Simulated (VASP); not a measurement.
# Mg2Sn (Fm-3m) in VASP: settings compared

Aim: see how the results for Mg2Sn move with the level of theory and the settings. Levels: LDA, PBEsol, PBE, r2SCAN. Tasks: single point.

Program: VASP 6.6.1. These are calculated values, not measurements. Logs are shortened: lines on timing, memory, paths and dates and some standing lists are left out, and cuts for length are marked.

### Step 1. The cell of the first run

It takes space group Fm-3m (No. 225, cubic). The conventional cell has a = 6.665 Å, b = 6.665 Å, c = 6.665 Å, α = 90.00°, β = 90.00°, γ = 90.00°. Within 3.8 Å of Sn (site symmetry m-3m) lie 8 Mg at 2.89 Å. Within 3.8 Å of Mg (site symmetry -43m) lie 4 Sn at 2.89 Å and 6 Mg at 3.33 Å.

### Step 2. Single point, LDA

Contents of INCAR:

```
PREC = Accurate ; ENCUT = 600
EDIFF = 1E-6 ; ISMEAR = -1
SIGMA = 0.02 ; LREAL = False
LASPH = True ; NELM = 120
ALGO = Normal ; ISIF = 2
LWAVE = False ; LCHARG = True
LELF = True ; LVHAR = True
NBANDS = 16 ; GGA_COMPAT = False
```

Contents of KPOINTS:

```
regular mesh
0
Gamma
  6 6 6
```

Contents of POSCAR:

```
Mg2Sn
1.0
    0.0000000000      3.3323228983      3.3323228983
    3.3323228983      0.0000000000      3.3323228983
    3.3323228983      3.3323228983      0.0000000000
Sn Mg
1 2
Direct
    0.0000000000      0.0000000000      0.0000000000
    0.2500000000      0.2500000000      0.2500000000
    0.7500000000      0.7500000000      0.7500000000
```

Potentials or basis: VASP PAW LDA potentials, release 64 (Sn_d, Mg).

Run with:

```console
cat potpaw_LDA.64/Sn_d/POTCAR potpaw_LDA.64/Mg/POTCAR > POTCAR
mpirun -np 1 vasp_std > vasp.out
```

OUTCAR:

```text
PREC = Accurate
   ENCUT = 600
   EDIFF = 1E-6
   ISMEAR = -1
   LREAL = False
   LASPH = True
   NELM = 120
   ISIF = 2

 ion  position               nearest neighbor table
   1  0.000  0.000  0.000-   3 2.89   3 2.89   3 2.89   2 2.89   3 2.89   2 2.89   2 2.89   2 2.89

   2  0.250  0.250  0.250-   1 2.89   1 2.89   1 2.89   1 2.89   3 3.33   3 3.33   3 3.33   3 3.33
                             3 3.33   3 3.33
   3  0.750  0.750  0.750-   1 2.89   1 2.89   1 2.89   1 2.89   2 3.33   2 3.33   2 3.33   2 3.33
                             2 3.33   2 3.33

  LATTYP: Found a face centered cubic cell.
 ALAT       =     6.6646457966

  Lattice vectors:

 A1 = (   0.0000000000,   3.3323228983,   3.3323228983)
 A2 = (   3.3323228983,   0.0000000000,   3.3323228983)
 A3 = (   3.3323228983,   3.3323228983,   0.0000000000)

Analysis of symmetry for initial positions (statically):
=====================================================================
 Subroutine PRICEL returns:
 Original cell was already a primitive cell.

 Routine SETGRP: Setting up the symmetry group for a
 face centered cubic supercell.

 Subroutine GETGRP returns: Found 48 space group operations
 (whereof 48 operations were pure point group operations)
 out of a pool of 48 trial point group operations.

The static configuration has the point symmetry O_h .

Analysis of symmetry for dynamics (positions and initial velocities):
=====================================================================
 Subroutine PRICEL returns:
 Original cell was already a primitive cell.

 Routine SETGRP: Setting up the symmetry group for a
 face centered cubic supercell.

 Subroutine GETGRP returns: Found 48 space group operations
 (whereof 48 operations were pure point group operations)
 out of a pool of 48 trial point group operations.

The dynamic configuration has the point symmetry O_h .

 Subroutine INISYM returns: Found 48 space group operations
 (whereof 48 operations are pure point group operations),
 and found     1 'primitive' translations

----------------------------------------------------------------------------------------

                                     Primitive cell

  volume of cell :      74.0067

  direct lattice vectors                    reciprocal lattice vectors
     0.000000000  3.332322898  3.332322898    -0.150045483  0.150045483  0.150045483
     3.332322898  0.000000000  3.332322898     0.150045483 -0.150045483  0.150045483
     3.332322898  3.332322898  0.000000000     0.150045483  0.150045483 -0.150045483

  length of vectors
     4.712616237  4.712616237  4.712616237     0.259886401  0.259886401  0.259886401

  position of ions in fractional coordinates (direct lattice)
     0.000000000  0.000000000  0.000000000
     0.250000000  0.250000000  0.250000000
     0.750000000  0.750000000  0.750000000

  ion indices of the primitive-cell ions
   primitive index   ion index
                 1           1
                 2           2
                 3           3

----------------------------------------------------------------------------------------

 KPOINTS: regular mesh

Automatic generation of k-mesh.
 Grid dimensions read from file:
 generate k-points for:    6    6    6

 Generating k-lattice:

  Cartesian coordinates                     Fractional coordinates (reciprocal lattice)
    -0.025007581  0.025007581  0.025007581     0.166666667  0.000000000  0.000000000
     0.025007581 -0.025007581  0.025007581     0.000000000  0.166666667  0.000000000
     0.025007581  0.025007581 -0.025007581     0.000000000  0.000000000  0.166666667

  Length of vectors
     0.043314400  0.043314400  0.043314400

  Shift w.r.t. Gamma in fractional coordinates (k-lattice)
     0.000000000  0.000000000  0.000000000

 Subroutine IBZKPT returns following result:
 ===========================================

 Found     16 irreducible k-points:

 Following reciprocal coordinates:
            Coordinates               Weight
  0.000000  0.000000  0.000000      1.000000
  0.166667  0.000000  0.000000      8.000000
  0.333333  0.000000  0.000000      8.000000
  0.500000  0.000000  0.000000      4.000000
  0.166667  0.166667  0.000000      6.000000
  0.333333  0.166667  0.000000     24.000000
[... 8 lines left out ...]
 -0.333333  0.333333  0.166667     24.000000
 -0.333333  0.500000  0.166667     12.000000
   k-points           NKPTS =     16   k-points in BZ     NKDIM =     16   number of bands    NBANDS=     16
   number of dos      NEDOS =    301   number of ions     NIONS =      3
   total plane-waves  NPLWV =  64000
   dimension x,y,z NGX =    40 NGY =   40 NGZ =   40
   dimension x,y,z NGXF=    80 NGYF=   80 NGZF=   80
   ions per type =               1   2
   NGX,Y,Z   is equivalent  to a cutoff of  14.11, 14.11, 14.11 a.u.
   NGXF,Y,Z  is equivalent  to a cutoff of  28.22, 28.22, 28.22 a.u.
 SYSTEM =  unknown system
   PREC   = accura    normal or accurate (medium, high low for compatibility)
   ISTART =      0    job   : 0-new  1-cont  2-samecut
   ICHARG =      2    charge: 1-file 2-atom 10-const
   ISPIN  =      1    spin polarized calculation?
   LNONCOLLINEAR =      F non collinear calculations
   LSORBIT =      F    spin-orbit coupling
   LASPH  =      T    aspherical Exc in radial PAW
   ENCUT  =  600.0 eV  44.10 Ry    6.64 a.u.   9.41  9.41  9.41*2*pi/ulx,y,z
   NELM   =    120;   NELMIN=  2; NELMDL= -5     # of ELM steps
   EDIFF  = 0.1E-05   stopping-criterion for ELM
   LREAL  =      F    real-space projection
   EDIFFG = 0.1E-04   stopping-criterion for IOM
   NSW    =      0    number of steps for IOM
   IBRION =     -1    ionic relax: 0-MD 1-quasi-New 2-CG
   NFREE  =      0    steps in history (QN), initial steepest desc. (CG)
   ISIF   =      2    stress and relaxation
   ISYM   =      2    0-nonsym 1-usesym 2-fastsym
   POTIM  = 0.5000    time-step for ionic-motion
   TEBEG  =    0.0;   TEEND  =   0.0 temperature during run
   PSTRESS=    0.0 pullay stress
   NELECT =      18.0000    total number of electrons
   NUPDOWN=      -1.0000    fix difference up-down
   EMIN   =  10.00;   EMAX   =-10.00  energy-range for DOS
   EFERMI =   0.00;   METHOD = LEGACY
   ISMEAR =    -1;   SIGMA  =   0.02  broadening in eV -4-tet -1-fermi 0-gaus
   EFERMI_NEDOS =   21; number of points for ismear=-14 and -15
   IALGO  =     38    algorithm
   IMIX   =      4    mixing-type and parameters
     AMIX     =   0.40;   BMIX     =  1.00
     AMIX_MAG =   1.60;   BMIX_MAG =  1.00
  volume/ion in A,a.u.               =      24.67       166.47
  Fermi-wavevector in a.u.,A,eV,Ry     =   1.021900  1.931112 14.208299  1.044281
  Thomas-Fermi vector in A             =   2.155550
   LORBIT       =      0    0 simple, 1 ext, 2 COOP (PROOUT), +10 PAW based schemes
   GGA     = CA    functional components
   LHFCALC =     F    Hartree Fock is set to
   AEXX    =    0.0000 exact exchange contribution
   IVDW    =     0    specifies the selected vdW correction
   LEPSILON=     F    determine dielectric tensor
   LRPA    =     F    only Hartree local field effects (RPA)
 non-spin polarized calculation
  energy-cutoff  :      600.00
  volume of cell :       74.01
 maximum number of plane-waves:      2497
 NGX is ok and might be reduce to    40
   NGX = 19   NGY = 19   NGZ = 19

 number of electron      17.9999999 magnetization

 Free energy of the ion-electron system (eV)
  ---------------------------------------------------
  ext. energy  EPLUGINS =         0.00000000
  ---------------------------------------------------
  free energy    TOTEN  =        -8.91057841 eV

  energy without entropy =       -8.91036886  energy(sigma->0) =       -8.91047364

 E-fermi :   4.3281     XC(G=0):  -9.1338

 val. band max:        4.2676753680   @ k =   0.5000   0.5000   0.0000
 cond. band min:       4.3885694320   @ k =   0.0000   0.0000   0.0000
 fundamental gap:      0.1208940640
 Fermi energy:         4.3281037983

 k-point     1 :       0.0000    0.0000    0.0000
  band No.  band energies     occupation
      1     -16.5249      2.00000
      2     -16.5249      2.00000
      3     -16.5249      2.00000
      4     -16.4805      2.00000
      5     -16.4805      2.00000
      6      -4.9430      2.00000
[... 8 lines left out ...]
     15       9.9821      0.00000
     16       9.9821      0.00000

 k-point     2 :       0.1667    0.0000    0.0000
  band No.  band energies     occupation
      1     -16.5247      2.00000
      2     -16.5238      2.00000
      3     -16.5238      2.00000
      4     -16.4804      2.00000
      5     -16.4804      2.00000
      6      -4.7116      2.00000
[... 8 lines left out ...]
     15       8.8805      0.00000
     16       9.4144      0.00000

 k-point     3 :       0.3333    0.0000    0.0000
  band No.  band energies     occupation
      1     -16.5243      2.00000
      2     -16.5219      2.00000
      3     -16.5219      2.00000
      4     -16.4800      2.00000
      5     -16.4800      2.00000
      6      -4.0978      2.00000
[... 8 lines left out ...]
     15       9.7235      0.00000
     16      10.1740      0.00000

 k-point     4 :       0.5000    0.0000    0.0000
  band No.  band energies     occupation
      1     -16.5241      2.00000
      2     -16.5210      2.00000
      3     -16.5210      2.00000
      4     -16.4798      2.00000
      5     -16.4798      2.00000
      6      -3.6229      2.00000
[... 8 lines left out ...]
     15      11.4307      0.00000
     16      12.1052      0.00000
[... 172 lines left out ...]
 k-point    14 :       0.5000    0.3333    0.1667
  band No.  band energies     occupation
      1     -16.5253      2.00000
      2     -16.5206      2.00000
      3     -16.5189      2.00000
      4     -16.4815      2.00000
      5     -16.4785      2.00000
      6      -3.6054      2.00000
[... 8 lines left out ...]
     15      11.3537      0.00000
     16      12.0330      0.00000

 k-point    15 :      -0.3333    0.3333    0.1667
  band No.  band energies     occupation
      1     -16.5230      2.00000
      2     -16.5224      2.00000
      3     -16.5178      2.00000
      4     -16.4812      2.00000
      5     -16.4787      2.00000
      6      -3.2292      2.00000
[... 8 lines left out ...]
     15      11.8231      0.00000
     16      12.3136      0.00000

 k-point    16 :      -0.3333    0.5000    0.1667
  band No.  band energies     occupation
      1     -16.5259      2.00000
      2     -16.5198      2.00000
      3     -16.5167      2.00000
      4     -16.4822      2.00000
      5     -16.4778      2.00000
      6      -3.0639      2.00000
[... 8 lines left out ...]
     15      12.4994      0.00000
     16      12.8924      0.00000

------------------------ aborting loop because EDIFF is reached ----------------------------------------

  FORCE on cell =-STRESS in cart. coord.  units (eV):
  Direction    XX          YY          ZZ          XY          YZ          ZX
  --------------------------------------------------------------------------------------
  -------------------------------------------------------------------------------------
  Total       -0.1315376     -0.1315376     -0.1315376     -0.0000000      0.0000000      0.0000000
  in kB       -2.8476668     -2.8476668     -2.8476668     -0.0000000      0.0000000      0.0000000
  external PRESSURE =      -2.8476668 kB  Pullay stress =       0.0000000 kB

 VOLUME and BASIS-vectors are now :
 -----------------------------------------------------------------------------
  energy-cutoff  :      600.00
  volume of cell :       74.01
      direct lattice vectors                 reciprocal lattice vectors
     0.000000000  3.332322898  3.332322898    -0.150045483  0.150045483  0.150045483
     3.332322898  0.000000000  3.332322898     0.150045483 -0.150045483  0.150045483
     3.332322898  3.332322898  0.000000000     0.150045483  0.150045483 -0.150045483

 POSITION                                       TOTAL-FORCE (eV/Angst)
 -----------------------------------------------------------------------------------
      0.00000      0.00000      0.00000        -0.000000     -0.000000     -0.000000
      1.66616      1.66616      1.66616         0.000000      0.000000      0.000000
      4.99848      4.99848      4.99848        -0.000000      0.000000     -0.000000
 -----------------------------------------------------------------------------------
    total drift:                               -0.000000      0.000000     -0.000000

  FREE ENERGIE OF THE ION-ELECTRON SYSTEM (eV)
  ---------------------------------------------------
  free  energy   TOTEN  =        -8.9105784098 eV

  energy  without entropy=       -8.9103688637  energy(sigma->0) =       -8.91047364
```

Wall time 14 s (1 thread of Intel Xeon 6975P-C (Granite Rapids), shared host); peak memory 0.2 GiB.

Results:

```yaml
Free_energy: -8.9106 eV
Pressure: -0.3 GPa
Band_gap_on_the_k_mesh: zero (band 9 reaches 4.39 eV, above the bottom of band 10 at 4.27 eV)
```

Levels at points of the mesh, in eV from the Fermi level:
```tsv
k point	band 6	band 7	band 8	band 9	band 10	band 11	band 12	band 13
(0.00, 0.00, 0.00)	-9.27	0.06	0.06	0.06	1.61	2.29	2.29	2.29
(0.50, 0.00, 0.00)	-7.95	-4.89	-0.79	-0.79	0.82	2.33	2.33	4.04
(0.50, 0.50, 0.00)	-7.42	-4.66	-2.10	-2.10	-0.06	0.18	7.44	7.44
```

Caveat: spin-orbit coupling is left out, which moves the levels of the heavy elements.

### Step 3. Single point, LDA

This run uses another cell than the first one, of 25.74 Å³/atom, 1.043 times its volume.

Contents of INCAR:

```
PREC = Accurate ; ENCUT = 600
EDIFF = 1E-6 ; ISMEAR = -1
SIGMA = 0.02 ; LREAL = F
LASPH = T ; NELM = 120
ALGO = Normal ; ISIF = 2
LWAVE = F ; LCHARG = T
LELF = T ; LVHAR = T
NBANDS = 16 ; GGA_COMPAT = F
```

Contents of KPOINTS:

```
Automatic mesh
0
Gamma
  6 6 6
```

Contents of POSCAR:

```
Mg2Sn
1.0
    0.0000000000      3.3799352829      3.3799352829
    3.3799352829      0.0000000000      3.3799352829
    3.3799352829      3.3799352829      0.0000000000
Sn Mg
1 2
Direct
    0.0000000000      0.0000000000      0.0000000000
    0.2500000000      0.2500000000      0.2500000000
    0.7500000000      0.7500000000      0.7500000000
```

Potentials or basis: VASP PAW LDA potentials, release 64 (Sn_d, Mg).

Run with:

```console
cat potpaw_LDA.64/Sn_d/POTCAR potpaw_LDA.64/Mg/POTCAR > POTCAR
mpirun -np 1 vasp_std > vasp.out
```

Wall time 16 s (1 thread of Intel Xeon 6975P-C (Granite Rapids), shared host); peak memory 0.2 GiB.

It converged, with:

```yaml
Free_energy: -8.8858 eV
Pressure: -2.1 GPa
Band_gap_on_the_k_mesh: zero (band 9 reaches 4.08 eV, above the bottom of band 10 at 3.89 eV)
```

Levels at points of the mesh, in eV from the Fermi level:
| k point | band 6 | band 7 | band 8 | band 9 | band 10 | band 11 | band 12 | band 13 |
| --- | --- | --- | --- | --- | --- | --- | --- | --- |
| (0.00, 0.00, 0.00) | -9.04 | 0.10 | 0.10 | 0.10 | 1.40 | 2.26 | 2.26 | 2.26 |
| (0.50, 0.00, 0.00) | -7.79 | -4.71 | -0.73 | -0.73 | 0.68 | 2.34 | 2.34 | 3.99 |
| (0.50, 0.50, 0.00) | -7.29 | -4.50 | -2.00 | -2.00 | -0.10 | 0.26 | 7.27 | 7.27 |

Caveat: spin-orbit coupling is left out, which moves the levels of the heavy elements.

### Step 4. Single point, PBEsol

This run uses another cell than the first one, of 25.58 Å³/atom, 1.037 times its volume.

Contents of INCAR:

```
SYSTEM = Mg2Sn
  PREC = Accurate
  ENCUT = 600
  EDIFF = 1E-6
  ISMEAR = -1
  SIGMA = 0.02
  LREAL = .FALSE.
  LASPH = .TRUE.
  NELM = 120
  ALGO = Normal
  ISIF = 2
  LWAVE = .FALSE.
  LCHARG = .FALSE.
  GGA = PS
  NBANDS = 16
  GGA_COMPAT = .FALSE.
```

Contents of KPOINTS:

```
Automatic mesh
0
G
  6 6 6
  0 0 0
```

Contents of POSCAR:

```
Mg2Sn
1.0
    0.0000000000      3.3730595181      3.3730595181
    3.3730595181      0.0000000000      3.3730595181
    3.3730595181      3.3730595181      0.0000000000
Sn Mg
1 2
Direct
    0.0000000000      0.0000000000      0.0000000000
    0.2500000000      0.2500000000      0.2500000000
    0.7500000000      0.7500000000      0.7500000000
```

Potentials or basis: VASP PAW PBE potentials, release 64 (Sn_d, Mg).

Run with:

```console
cat potpaw_PBE.64/Sn_d/POTCAR potpaw_PBE.64/Mg/POTCAR > POTCAR
mpirun -np 1 vasp_std > vasp.out
```

OUTCAR:

```text
SYSTEM = Mg2Sn
   PREC = Accurate
   ENCUT = 600
   EDIFF = 1E-6
   ISMEAR = -1
   LREAL = .FALSE.
   LASPH = .TRUE.
   NELM = 120
   ISIF = 2
   GGA = PS

 ion  position               nearest neighbor table
   1  0.000  0.000  0.000-   3 2.92   3 2.92   3 2.92   2 2.92   3 2.92   2 2.92   2 2.92   2 2.92

   2  0.250  0.250  0.250-   1 2.92   1 2.92   1 2.92   1 2.92   3 3.37   3 3.37   3 3.37   3 3.37
                             3 3.37   3 3.37
   3  0.750  0.750  0.750-   1 2.92   1 2.92   1 2.92   1 2.92   2 3.37   2 3.37   2 3.37   2 3.37
[... 491 lines left out ...]
  FORCE on cell =-STRESS in cart. coord.  units (eV):
  Direction    XX          YY          ZZ          XY          YZ          ZX
  --------------------------------------------------------------------------------------
  -------------------------------------------------------------------------------------
  Total        0.0002170      0.0002170      0.0002170     -0.0000000     -0.0000000      0.0000000
  in kB        0.0045290      0.0045290      0.0045290     -0.0000000     -0.0000000      0.0000000
  external PRESSURE =       0.0045290 kB  Pullay stress =       0.0000000 kB

 VOLUME and BASIS-vectors are now :
 -----------------------------------------------------------------------------
  energy-cutoff  :      600.00
  volume of cell :       76.75
      direct lattice vectors                 reciprocal lattice vectors
     0.000000000  3.373059518  3.373059518    -0.148233376  0.148233376  0.148233376
     3.373059518  0.000000000  3.373059518     0.148233376 -0.148233376  0.148233376
     3.373059518  3.373059518  0.000000000     0.148233376  0.148233376 -0.148233376

 POSITION                                       TOTAL-FORCE (eV/Angst)
 -----------------------------------------------------------------------------------
      0.00000      0.00000      0.00000         0.000000     -0.000000      0.000000
      1.68653      1.68653      1.68653        -0.000000     -0.000000     -0.000000
      5.05959      5.05959      5.05959         0.000000      0.000000      0.000000
 -----------------------------------------------------------------------------------
    total drift:                               -0.000000      0.000000      0.000000

  FREE ENERGIE OF THE ION-ELECTRON SYSTEM (eV)
  ---------------------------------------------------
  free  energy   TOTEN  =        -8.3065713814 eV

  energy  without entropy=       -8.3063515280  energy(sigma->0) =       -8.30646145
```

OSZICAR:

```text
N       E                     dE             d eps       ncg     rms          rms(c)
DAV:   1     0.997912564173E+02    0.99791E+02   -0.89708E+03   520   0.132E+03
DAV:   2    -0.400645231502E+00   -0.10019E+03   -0.96987E+02   592   0.325E+02
DAV:   3    -0.844063585901E+01   -0.80400E+01   -0.80054E+01   632   0.784E+01
DAV:   4    -0.864656409005E+01   -0.20593E+00   -0.20589E+00   648   0.135E+01
DAV:   5    -0.865586294921E+01   -0.92989E-02   -0.92988E-02   736   0.258E+00    0.335E+00
DAV:   6    -0.838553875708E+01    0.27032E+00   -0.21306E-01   632   0.179E+00    0.183E+00
DAV:   7    -0.830698285423E+01    0.78556E-01   -0.20626E-01   640   0.278E+00    0.429E-01
DAV:   8    -0.830680977598E+01    0.17308E-03   -0.19335E-02   656   0.144E+00    0.204E-01
DAV:   9    -0.830673868543E+01    0.71091E-04   -0.28538E-03   632   0.511E-01    0.664E-02
DAV:  10    -0.830657994795E+01    0.15874E-03   -0.33802E-04   680   0.950E-02    0.271E-02
DAV:  11    -0.830657173185E+01    0.82161E-05   -0.11065E-04   624   0.797E-02    0.167E-02
DAV:  12    -0.830657138140E+01    0.35044E-06   -0.42487E-06   664   0.196E-02
   1 F= -.83065714E+01 E0= -.83064615E+01  d E =-.219853E-03
```

Run time: 12 s. Hardware: 1 thread of Intel Xeon 6975P-C (Granite Rapids), shared host; peak memory 0.24 GiB.

What came out:

```
Free energy            : -8.3066 eV
Pressure               : 0.0 GPa
Band gap on the k mesh : zero (band 9 reaches 4.23 eV, above the bottom of band 10 at 4.11 eV)
```

Caveat: the PAW data sets were made with another functional, which shifts forces and pressure a little; spin-orbit coupling is left out, which moves the levels of the heavy elements.

[end of part 1 of 2]
